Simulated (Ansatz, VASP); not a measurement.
**One calculation of C, two programs**

File INCAR:

```
ALGO = Normal
EDIFF = 1E-7
ENCUT = 520
GGA = CA
ISIF = 2
ISMEAR = 0
LASPH = True
LCHARG = False
LREAL = False
LWAVE = False
NBANDS = 36
NELM = 80
PREC = Accurate
SIGMA = 0.05
```

KPOINTS

```
k-points
0
Gamma
  12 12 2
```

Contents of POSCAR:

```
C
1.0
    2.6666000000      0.0000000000      0.0000000000
   -1.3333000000      2.3093433417      0.0000000000
    0.0000000000      0.0000000000     12.9064000000
C
12
Direct
    0.0000000000      0.0000000000      0.1868599868
    0.0000000000      0.0000000000      0.6868599868
    0.0000000000      0.0000000000      0.3131400132
    0.0000000000      0.0000000000      0.8131400132
    0.3333333333      0.6666666667      0.5207718743
    0.6666666667      0.3333333333      0.0207718743
    0.3333333333      0.6666666667      0.9792281257
    0.6666666667      0.3333333333      0.4792281257
    0.3333333333      0.6666666667      0.6450609412
    0.6666666667      0.3333333333      0.1450609412
    0.3333333333      0.6666666667      0.8549390588
    0.6666666667      0.3333333333      0.3549390588
```

Input for Ansatz:

```yaml
crystal:
  lattice:
    - [2.6666, 0.0, 0.0]
    - [-1.3333, 2.3093433417, 0.0]
    - [0.0, 0.0, 12.9064]
  atoms:
    - { symbol: C, position: [0.0, 0.0, 0.1868599868] }
    - { symbol: C, position: [0.0, 0.0, 0.6868599868] }
    - { symbol: C, position: [0.0, 0.0, 0.3131400132] }
    - { symbol: C, position: [0.0, 0.0, 0.8131400132] }
    - { symbol: C, position: [0.3333333333, 0.6666666667, 0.5207718743] }
    - { symbol: C, position: [0.6666666667, 0.3333333333, 0.0207718743] }
    - { symbol: C, position: [0.3333333333, 0.6666666667, 0.9792281257] }
    - { symbol: C, position: [0.6666666667, 0.3333333333, 0.4792281257] }
    - { symbol: C, position: [0.3333333333, 0.6666666667, 0.6450609412] }
    - { symbol: C, position: [0.6666666667, 0.3333333333, 0.1450609412] }
    - { symbol: C, position: [0.3333333333, 0.6666666667, 0.8549390588] }
    - { symbol: C, position: [0.6666666667, 0.3333333333, 0.3549390588] }
basis:
  ecutwfc: 520.0
kpoints:
  mp_grid: { grid: [12, 12, 2] }
hamiltonian:
  xc: lda
  pseudopotentials: { kind: paw, azcp: { folder: soft_1 } }
scf:
  occupations: { method: gaussian, width: 0.05 }
output:
  forces: true
  stress: true
  eigenvalues: true
  write_density: true
  write_potential: true
  elf: true
  volumetric_format: npy
```

Alike in both runs: task single point; functional LDA; k mesh 12 × 12 × 2; occupations gaussian, width 0.05 eV; no spin polarisation.

|  | VASP | Ansatz |
| --- | --- | --- |
| version | VASP 6.6.1 | Ansatz 0.2.0 |
| potentials or method | VASP PAW LDA potentials, release 64 (C), cutoff 520 eV | scalar-relativistic, plane waves, PAW |
| valence electrons in the cell | 48 | 48 |

```csv
,VASP,Ansatz,Ansatz less VASP
gap on the k mesh at the Fermi level (eV),3.88,3.88,+0.009
least direct gap on the mesh (eV),4.77,4.77,+0.002
rms of the force components (eV/Å),0.031,0.033,+0.0019
```

Ansatz warns that its potentials were made for another functional, while VASP's fit it. LDA's correlation is that of Perdew and Zunger in VASP and of Perdew and Wang (1992) in Ansatz. Atom by atom the forces differ by 0.002 eV/Å (rms over components).
